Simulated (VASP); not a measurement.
# Ru (P6_3/mmc) in VASP: notebook

The runs below take Ru through single point, with PBE.

Everything below comes from runs of VASP 6.6.1. Logs are shortened: lines on timing, memory, paths and dates and some standing lists are left out, and cuts for length are marked.

## 1. The cell of the first run

Symmetry: P6_3/mmc, No. 194, hexagonal system. Conventional cell: a = 2.775 Å, b = 2.775 Å, c = 4.126 Å, α = 90.00°, β = 90.00°, γ = 120.00°. Ru (site symmetry -6m2) has 12 Ru at 2.61 to 2.78 Å within 3.4 Å.

## 2. Single point, PBE (13.76 Å³/atom)

Contents of INCAR:

```
PREC     = Accurate       # precision mode
ENCUT    = 520            # plane-wave cutoff, eV
EDIFF    = 1E-6           # SCF threshold, eV
ISMEAR   = 0              # smearing method
SIGMA    = 0.15           # smearing width, eV
LREAL    = False          # projectors in reciprocal space
LASPH    = True           # aspherical terms in the spheres
NELM     = 60             # most SCF steps
ALGO     = Fast           # electronic algorithm
ISIF     = 2              # what is computed and relaxed
LWAVE    = False          # write WAVECAR
LCHARG   = False          # write CHGCAR
GGA      = PE             # functional
NBANDS   = 21             # bands
```

Contents of KPOINTS:

```
Automatic mesh
0
Gamma
  21 21 12
```

Contents of POSCAR:

```
Ru
1.0
    2.7753464887      0.0000000000      0.0000000000
   -1.3876732444      2.4035205635      0.0000000000
    0.0000000000      0.0000000000      4.1263851594
Ru
2
Direct
    0.3333333333      0.6666666667      0.2500000000
    0.6666666667      0.3333333333      0.7500000000
```

Potentials or basis: VASP PAW PBE potentials, release 64 (Ru_pv).

Started as:

```
cat potpaw_PBE.64/Ru_pv/POTCAR > POTCAR
mpirun -np 1 vasp_std > vasp.out
```

OUTCAR:

```text
PREC = Accurate
   ENCUT = 520
   EDIFF = 1E-6
   ISMEAR = 0
   LREAL = False
   LASPH = True
   NELM = 60
   ISIF = 2
   GGA = PE

 ion  position               nearest neighbor table
   1  0.333  0.667  0.250-   2 2.61   2 2.61   2 2.61   2 2.61   2 2.61   2 2.61
   2  0.667  0.333  0.750-   1 2.61   1 2.61   1 2.61   1 2.61   1 2.61   1 2.61

  LATTYP: Found a hexagonal cell.
 ALAT       =     2.7753464887
 C/A-ratio  =     1.4868000000

  Lattice vectors:

 A1 = (   2.7753464887,   0.0000000000,   0.0000000000)
 A2 = (  -1.3876732444,   2.4035205635,   0.0000000000)
 A3 = (   0.0000000000,   0.0000000000,   4.1263851594)

Analysis of symmetry for initial positions (statically):
=====================================================================
 Subroutine PRICEL returns:
 Original cell was already a primitive cell.

 Routine SETGRP: Setting up the symmetry group for a
 hexagonal supercell.

 Subroutine GETGRP returns: Found 24 space group operations
 (whereof 12 operations were pure point group operations)
 out of a pool of 24 trial point group operations.

The static configuration has the point symmetry D_3d.
 The point group associated with its full space group is D_6h.

Analysis of symmetry for dynamics (positions and initial velocities):
=====================================================================
 Subroutine PRICEL returns:
 Original cell was already a primitive cell.

 Routine SETGRP: Setting up the symmetry group for a
 hexagonal supercell.

 Subroutine GETGRP returns: Found 24 space group operations
 (whereof 12 operations were pure point group operations)
 out of a pool of 24 trial point group operations.

The dynamic configuration has the point symmetry D_3d.
 The point group associated with its full space group is D_6h.

 Subroutine INISYM returns: Found 24 space group operations
 (whereof 12 operations are pure point group operations),
 and found     1 'primitive' translations

----------------------------------------------------------------------------------------

                                     Primitive cell

  volume of cell :      27.5255

  direct lattice vectors                    reciprocal lattice vectors
     2.775346489  0.000000000  0.000000000     0.360315371  0.208028177  0.000000000
    -1.387673244  2.403520563  0.000000000     0.000000000  0.416056353  0.000000000
     0.000000000  0.000000000  4.126385159     0.000000000  0.000000000  0.242342865

[... 68 lines left out ...]
   dimension x,y,z NGX =    24 NGY =   24 NGZ =   32
   dimension x,y,z NGXF=    48 NGYF=   48 NGZF=   64
   ions per type =               2
   NGX,Y,Z   is equivalent  to a cutoff of  14.38, 14.38, 12.89 a.u.
   NGXF,Y,Z  is equivalent  to a cutoff of  28.75, 28.75, 25.78 a.u.
 SYSTEM =  unknown system
   PREC   = accura    normal or accurate (medium, high low for compatibility)
   ISTART =      0    job   : 0-new  1-cont  2-samecut
   ICHARG =      2    charge: 1-file 2-atom 10-const
   ISPIN  =      1    spin polarized calculation?
   LNONCOLLINEAR =      F non collinear calculations
   LSORBIT =      F    spin-orbit coupling
   LASPH  =      T    aspherical Exc in radial PAW
   ENCUT  =  520.0 eV  38.22 Ry    6.18 a.u.   5.16  5.16  7.67*2*pi/ulx,y,z
   NELM   =     60;   NELMIN=  2; NELMDL= -5     # of ELM steps
   EDIFF  = 0.1E-05   stopping-criterion for ELM
   LREAL  =      F    real-space projection
[... 7 lines left out ...]
   TEBEG  =    0.0;   TEEND  =   0.0 temperature during run
   PSTRESS=    0.0 pullay stress
   NELECT =      28.0000    total number of electrons
   NUPDOWN=      -1.0000    fix difference up-down
   EMIN   =  10.00;   EMAX   =-10.00  energy-range for DOS
   EFERMI =   0.00;   METHOD = LEGACY
   ISMEAR =     0;   SIGMA  =   0.15  broadening in eV -4-tet -1-fermi 0-gaus
   EFERMI_NEDOS =   21; number of points for ismear=-14 and -15
   IALGO  =     68    algorithm
   IMIX   =      4    mixing-type and parameters
     AMIX     =   0.40;   BMIX     =  1.00
     AMIX_MAG =   1.60;   BMIX_MAG =  1.00
  volume/ion in A,a.u.               =      13.76        92.88
  Fermi-wavevector in a.u.,A,eV,Ry     =   1.646453  3.111344 36.882758  2.710806
  Thomas-Fermi vector in A             =   2.736078
   LORBIT       =      0    0 simple, 1 ext, 2 COOP (PROOUT), +10 PAW based schemes
   GGA     = PE    functional components
   LHFCALC =     F    Hartree Fock is set to
   AEXX    =    0.0000 exact exchange contribution
   IVDW    =     0    specifies the selected vdW correction
   LEPSILON=     F    determine dielectric tensor
   LRPA    =     F    only Hartree local field effects (RPA)
 non-spin polarized calculation
 RMM-DIIS sequential band-by-band and
 Gauss-broadening in eV      SIGMA  =   0.15
  energy-cutoff  :      520.00
  volume of cell :       27.53
 maximum number of plane-waves:       753
 NGX is ok and might be reduce to    24
   NGX = 11   NGY = 11   NGZ = 15

 number of electron      28.0000000 magnetization

 Free energy of the ion-electron system (eV)
  ---------------------------------------------------
  ext. energy  EPLUGINS =         0.00000000
  ---------------------------------------------------
  free energy    TOTEN  =       -18.39080135 eV

  energy without entropy =      -18.37217996  energy(sigma->0) =      -18.38149066

 E-fermi :  12.6184     XC(G=0): -14.0284

 val. band max:       12.6144300091   @ k =   0.3333   0.0476   0.2500
 cond. band min:      12.6232077159   @ k =   0.4762   0.0476   0.3333
 fundamental gap:      0.0087777069
 Fermi energy:        12.6184294088

 k-point     1 :       0.0000    0.0000    0.0000
  band No.  band energies     occupation
      1     -31.0894      2.00000
      2     -30.1885      2.00000
      3     -30.1885      2.00000
      4     -29.9652      2.00000
      5     -29.9652      2.00000
      6     -29.8551      2.00000
[... 565 lines left out ...]
     20      23.3322      0.00000
     21      26.4976      0.00000

 [... further k-points ...]
[... 5 lines left out ...]
  --------------------------------------------------------------------------------------
  -------------------------------------------------------------------------------------
  Total       -1.0862902     -1.0862902      3.2448966      0.0000000      0.0000000     -0.0000000
  in kB      -63.2297714    -63.2297714    188.8759363      0.0000000      0.0000000     -0.0000000
  external PRESSURE =      20.8054645 kB  Pullay stress =       0.0000000 kB

 VOLUME and BASIS-vectors are now :
 -----------------------------------------------------------------------------
  energy-cutoff  :      520.00
  volume of cell :       27.53
      direct lattice vectors                 reciprocal lattice vectors
     2.775346489  0.000000000  0.000000000     0.360315371  0.208028177  0.000000000
    -1.387673244  2.403520563  0.000000000     0.000000000  0.416056353  0.000000000
     0.000000000  0.000000000  4.126385159     0.000000000  0.000000000  0.242342865

 POSITION                                       TOTAL-FORCE (eV/Angst)
 -----------------------------------------------------------------------------------
     -0.00000      1.60235      1.03160         0.000000     -0.000000      0.000000
      1.38767      0.80117      3.09479        -0.000000      0.000000      0.000000
 -----------------------------------------------------------------------------------
    total drift:                               -0.000000      0.000000     -0.000000

  FREE ENERGIE OF THE ION-ELECTRON SYSTEM (eV)
  ---------------------------------------------------
  free  energy   TOTEN  =       -18.3908013497 eV

  energy  without entropy=      -18.3721799632  energy(sigma->0) =      -18.38149066
```

OSZICAR:

```text
N       E                     dE             d eps       ncg     rms          rms(c)
DAV:   1     0.288521602891E+03    0.28852E+03   -0.17543E+04 14144   0.148E+03
DAV:   2    -0.138360722625E+02   -0.30236E+03   -0.29302E+03 14492   0.445E+02
DAV:   3    -0.196791712394E+02   -0.58431E+01   -0.58070E+01 16477   0.693E+01
DAV:   4    -0.197238026057E+02   -0.44631E-01   -0.44580E-01 17947   0.574E+00
DAV:   5    -0.197243536050E+02   -0.55100E-03   -0.54755E-03 16118   0.561E-01    0.173E+01
RMM:   6    -0.184755107499E+02    0.12488E+01   -0.27212E+00 14366   0.138E+01    0.466E+00
RMM:   7    -0.183977412474E+02    0.77770E-01   -0.34468E-01 15348   0.443E+00    0.103E+00
RMM:   8    -0.183911666014E+02    0.65746E-02   -0.21409E-02 15970   0.137E+00    0.425E-01
RMM:   9    -0.183907824921E+02    0.38411E-03   -0.22709E-03 16069   0.425E-01    0.644E-02
RMM:  10    -0.183908034556E+02   -0.20963E-04   -0.32206E-04 16525   0.162E-01    0.171E-02
RMM:  11    -0.183908034603E+02   -0.46866E-08   -0.55864E-05 17253   0.484E-02    0.479E-03
RMM:  12    -0.183908009645E+02    0.24957E-05   -0.10950E-05 16156   0.213E-02    0.238E-03
RMM:  13    -0.183908013497E+02   -0.38516E-06   -0.12057E-06 11527   0.844E-03
   1 F= -.18390801E+02 E0= -.18381491E+02  d E =-.186214E-01
```

Wall time 3.6 min (1 thread of Intel Xeon 8259CL, shared host); peak memory 0.27 GiB.

What came out:

```yaml
Free_energy: -18.3908 eV
Pressure: 2.1 GPa
Band_gap_on_the_k_mesh: zero (bands 14 and 15 overlap by 3.07 eV)
```

Stress tensor (GPa, compression positive):
```
-6.32  0.00  0.00
 0.00 -6.32  0.00
 0.00  0.00 18.89
```

Caveat: the stress differs along the axes, from -6 to 19 GPa.

## 3. Single point, PBE (13.76 Å³/atom)

Contents of INCAR:

```
ALGO     = Fast           # electronic algorithm
EDIFF    = 1E-7           # SCF threshold, eV
ENCUT    = 520            # plane-wave cutoff, eV
GGA      = PE             # functional
ISIF     = 2              # what is computed and relaxed
ISMEAR   = 0              # smearing method
LASPH    = T              # aspherical terms in the spheres
LCHARG   = F              # write CHGCAR
LREAL    = F              # projectors in reciprocal space
LWAVE    = F              # write WAVECAR
NBANDS   = 21             # bands
NELM     = 80             # most SCF steps
PREC     = Accurate       # precision mode
SIGMA    = 0.15           # smearing width, eV
```

Contents of KPOINTS:

```
k-points
0
Gamma
  21 21 12
```

Contents of POSCAR:

```
Ru
1.0
    2.8899065234      0.0000000000      0.0000000000
   -1.4449532617      2.5027324638      0.0000000000
    0.0000000000      0.0000000000      3.8057179007
Ru
2
Direct
    0.3333333333      0.6666666667      0.2500000000
    0.6666666667      0.3333333333      0.7500000000
```

Potentials or basis: VASP PAW PBE potentials, release 64 (Ru_pv).

Started as:

```
cat potpaw_PBE.64/Ru_pv/POTCAR > POTCAR
mpirun -np 1 vasp_std > vasp.out
```

Wall time 4.7 min (1 thread of Intel Xeon 8259CL, shared host); peak memory 0.27 GiB.

The run converged. Its results:

| Property | Result |
| --- | --- |
| Free energy | -17.7645 eV |
| Pressure | 12.6 GPa |
| Band gap on the k mesh | zero (bands 14 and 15 overlap by 2.43 eV) |

Stress tensor (GPa, compression positive):
```
-7.48  0.00  0.00
 0.00 -7.48  0.00
 0.00  0.00 52.66
```

Levels at points of the mesh, in eV from the Fermi level:
```
           k point  band 11  band 12  band 13  band 14  band 15  band 16  band 17  band 18
(0.00, 0.00, 0.00)    -2.74    -2.74    -1.77    -1.77    -0.83     1.11     1.11     3.60
(0.00, 0.00, 0.50)    -3.66    -3.66    -1.68    -1.68     0.91     0.91     0.91     0.91
```

Caveat: the stress differs along the axes, from -7 to 53 GPa.

(Part 1 of 2 ends here.)
